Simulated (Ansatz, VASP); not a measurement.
Two plane-wave programs on GdO

The input INCAR:

```
PREC = Accurate
ENCUT = 520
EDIFF = 1E-6
ISMEAR = -1
SIGMA = 0.05
LREAL = False
LASPH = True
NELM = 150
ALGO = Normal
ISIF = 2
LWAVE = False
LCHARG = True
ISPIN = 2
MAGMOM = 7 0
LORBIT = 11
LMAXMIX = 6
GGA = PE
LELF = True
LVHAR = True
NBANDS = 23
```

KPOINTS

```
regular mesh
0
Gamma
  7 7 7
```

POSCAR

```
GdO
1.0
    0.0000000000      2.7540000000      2.7000000000
    2.7540000000      0.0000000000      2.7000000000
    2.7540000000      2.7540000000      0.0000000000
Gd O
1 1
Direct
    0.0000000000      0.0000000000      0.0000000000
    0.2500000000      0.2500000000      0.2500000000
```

The input input.yaml:

```yaml
crystal:
  lattice:
    - [0.0, 2.754, 2.7]
    - [2.754, 0.0, 2.7]
    - [2.754, 2.754, 0.0]
  atoms:
    - { symbol: Gd, position: [0.0, 0.0, 0.0], spin: 7.0 }
    - { symbol: O, position: [0.25, 0.25, 0.25] }
hamiltonian:
  xc: pbe
  pseudopotentials: { kind: paw }
magnetization:
  spin_polarized: true
kpoints:
  mp_grid: { grid: [7, 7, 7] }
  band_path:
    path:
      - [[0.0, 0.0, 0.0], [0.0, 0.5, 0.5], [0.2601, 0.5, 0.7601], [0.38005, 0.38005, 0.7601], [0.0, 0.0, 0.0], [-0.5, -0.5, 0.0], [-0.38005, -0.38005, 0.2399], [0.0, 0.0, 0.5], [-0.25, 0.25, 0.5], [-0.5, -0.2601, 0.2399], [-0.5, -0.5, 0.0]]
      - [[0.0, 0.5, 0.5], [-0.25, 0.25, 0.5]]
    npoints: 14
scf:
  occupations: { method: fermi_dirac, width: 0.05 }
  n_extra_bands: 6
output:
  forces: true
  stress: true
  eigenvalues: true
  fatbands: false
  write_density: true
  write_potential: true
  elf: true
  volumetric_format: npy
```

Alike in both runs: functional PBE; k mesh 7 × 7 × 7; occupations fermi-dirac, width 0.05 eV; collinear spin.

```csv
,VASP,Ansatz
version,VASP 6.6.1,Ansatz 0.2.0
potentials or method,"VASP PAW PBE potentials, release 64 (Gd, O)",Ansatz PAW
plane-wave cutoff (eV),520,420
valence electrons in the cell,24,24
task,single point,band structure
```

Ansatz gave:

```
gap on the k mesh at the Fermi level (eV)                     : none
pressure (GPa)                                                : -3.9
traceless stress, the component that is largest in VASP (GPa) : 0.86
net moment per atom (μB)                                      : 3.76
size of the moment on the site where the two differ most (μB) : 6.83
```

Question: Estimate VASP's values.

Answer: gap on the k mesh at the Fermi level (eV): none; pressure (GPa): -3.9; traceless stress, the component that is largest in VASP (GPa): 0.86; net moment per atom (μB): 3.77; size of the moment on the site where the two differ most (μB): 6.86.

Site moments also hang on the region over which each program counts them. A gap of «none» marks a metal or a gap that the smearing closes.

Spin-orbit coupling is off throughout.
